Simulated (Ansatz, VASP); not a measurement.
Given: the input of a run of VASP 6.6.1 on Zr.

File INCAR:

```
ALGO = Normal
EDIFF = 1E-6
ENCUT = 500
GGA = CA
GGA_COMPAT = False
ISIF = 2
ISMEAR = -1
LASPH = True
LCHARG = False
LREAL = False
LWAVE = False
NBANDS = 12
NELM = 120
PREC = Accurate
SIGMA = 0.05
```

Contents of KPOINTS:

```
k-points
0
Gamma
  10 10 10
```

File POSCAR:

```
Zr
1.0
   -1.8100000000      1.8100000000      1.8100000000
    1.8100000000     -1.8100000000      1.8100000000
    1.8100000000      1.8100000000     -1.8100000000
Zr
1
Direct
    0.0000000000      0.0000000000      0.0000000000
```

Potentials or basis: VASP PAW LDA potentials, release 64 (Zr_sv).

Launch:

```sh
$ cat potpaw_LDA.64/Zr_sv/POTCAR > POTCAR
$ mpirun -np 1 vasp_std > vasp.out
```

Task: Translate it to Ansatz 0.2.0. Potentials there: Ansatz PAW.

Result: As run (the cutoff follows the program's own potentials):

input.yaml

```yaml
crystal:
  lattice:
    - [-1.81, 1.81, 1.81]
    - [1.81, -1.81, 1.81]
    - [1.81, 1.81, -1.81]
  atoms:
    - { symbol: Zr, position: [0.0, 0.0, 0.0] }
hamiltonian:
  xc: lda
  pseudopotentials: { kind: paw }
kpoints:
  mp_grid: { grid: [10, 10, 10] }
scf:
  occupations: { method: fermi_dirac, width: 0.05 }
output:
  forces: true
  stress: true
  eigenvalues: true
```

Potentials or basis: Ansatz PAW.

The run is started by

```sh
$ ansatz run input.yaml --threads 1 --pin off --max-ram 3584MiB --backend cpu --events-out ev --progress --plain --runs-dir out
```

Both were run:

|  | VASP | Ansatz | Ansatz less VASP |
| --- | --- | --- | --- |
| gap on the k mesh at the Fermi level (eV) | none | none | - |
| pressure (GPa) | -9.7 | -9.8 | -0.08 |

LDA's correlation is that of Perdew and Zunger in VASP and of Perdew and Wang (1992) in Ansatz. A gap of «none» marks a metal or a gap that the smearing closes.
